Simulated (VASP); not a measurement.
Pt, 1 atom in the cell. The structure is cubic, space group Fm-3m (No. 225). Conventional cell: a = 3.494 Å, b = 3.494 Å, c = 3.494 Å, α = 90.00°, β = 90.00°, γ = 90.00°. Within 3.3 Å of Pt (site symmetry m-3m) lie 12 Pt at 2.47 Å. 

| Property | Result |
| --- | --- |
| Program | VASP 6.6.1 |
| Task | single point |
| Functional | PBE |
| Potentials or basis | VASP PAW PBE potentials, release 64 (Pt) |
| Cutoff | 520 eV |
| k mesh | 19 × 19 × 19 |
| Occupations | fermi-dirac, width 0.05 eV |
| Spin | no spin polarisation |
| Dipole correction | no |
| Further INCAR settings | ALGO = Normal; EDIFF = 1e-07; NBANDS = 11 |

Potentials or basis: VASP PAW PBE potentials, release 64 (Pt).

The run is started by

```bash
$ cat potpaw_PBE.64/Pt/POTCAR > POTCAR
$ mpirun -np 1 vasp_std > vasp.out
```

Hardware: 1 thread of Intel Xeon 8259CL, with other jobs on the host.

Question: How long does it take, and how much memory?

Answer: Wall time 35 s on 1 thread of Intel Xeon 8259CL (shared host), peak memory 0.14 GiB. Counts: scf iterations 12, k points 220.
